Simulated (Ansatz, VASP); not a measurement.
One calculation of TaN2, two programs

File INCAR:

```
SYSTEM = TaN2
PREC     = Accurate       ! precision mode
ENCUT    = 600            ! plane-wave cutoff, eV
EDIFF    = 1E-7           ! SCF threshold, eV
ISMEAR   = 0              ! smearing method
SIGMA    = 0.1            ! smearing width, eV
LREAL    = .False.        ! projectors in reciprocal space
LASPH    = .True.         ! aspherical terms in the spheres
NELM     = 80             ! most SCF steps
ALGO     = Normal         ! electronic algorithm
ISIF     = 3              ! what is computed and relaxed
LWAVE    = .False.        ! write WAVECAR
LCHARG   = .False.        ! write CHGCAR
GGA      = PE             ! functional
IBRION   = 2              ! ionic algorithm
NSW      = 100            ! ionic steps
EDIFFG   = -0.01          ! ionic threshold
```

The input KPOINTS:

```
regular mesh
0
Gamma
  12 12 12
  0 0 0
```

File POSCAR:

```
TaN2
1.0
   -2.2439123526      2.2439123526      2.7292690289
    2.2439123526     -2.2439123526      2.7292690289
    2.2439123526      2.2439123526     -2.7292690289
Ta N
2 4
Direct
    0.2500000000      0.2500000000      0.0000000000
    0.7500000000      0.7500000000      0.0000000000
    0.6134247804      0.1134247804      0.7268495608
    0.1134247804      0.3865752196      0.5000000000
    0.3865752196      0.8865752196      0.2731504392
    0.8865752196      0.6134247804      0.5000000000
```

Input for Ansatz:

```yaml
crystal:
  lattice:
    - [-2.2439123526, 2.2439123526, 2.7292690289]
    - [2.2439123526, -2.2439123526, 2.7292690289]
    - [2.2439123526, 2.2439123526, -2.7292690289]
  atoms:
    - { symbol: Ta, position: [0.25, 0.25, 0.0] }
    - { symbol: Ta, position: [0.75, 0.75, 0.0] }
    - { symbol: "N", position: [0.6134247804, 0.1134247804, 0.7268495608] }
    - { symbol: "N", position: [0.1134247804, 0.3865752196, 0.5] }
    - { symbol: "N", position: [0.3865752196, 0.8865752196, 0.2731504392] }
    - { symbol: "N", position: [0.8865752196, 0.6134247804, 0.5] }
basis:
  ecutwfc: 420
kpoints:
  mp_grid: { grid: [12, 12, 12] }
hamiltonian:
  xc: pbe
scf:
  occupations: { method: gaussian, width: 0.1 }
output:
  forces: true
  stress: true
  eigenvalues: true
relax:
  adjacent_minimum: "off"
  f_tol: 0.01
  max_steps: 80
  cell: { stress_tol: 0.05 }
```

Alike in both runs: task relaxation of cell and atoms; functional PBE; k mesh 12 × 12 × 12; occupations gaussian, width 0.1 eV; no spin polarisation.

```csv
,VASP,Ansatz
version,VASP 6.6.1,Ansatz 0.2.0
potentials or method,"VASP PAW PBE potentials, release 64 (Ta_pv, N), cutoff 600 eV","scalar-relativistic, plane waves, PAW"
valence electrons in the cell,42,46
```

VASP gave:

```
gap on the k mesh at the Fermi level, each at its own relaxed structure (eV) : none
relaxed volume (Å³/atom)                                                     : 9.18
relaxed cell length with the largest relative difference (Å)                 : 4.187
```

Question: Which values does Ansatz return?

Answer: gap on the k mesh at the Fermi level, each at its own relaxed structure (eV): none; relaxed volume (Å³/atom): 9.17; relaxed cell length with the largest relative difference (Å): 4.185.

A gap of «none» marks a metal or a gap that the smearing closes. VASP's potentials hold 42 valence electrons a cell and Ansatz's 46, so a difference there can come from the potentials and not from the codes.

Neither program's run includes spin-orbit coupling.
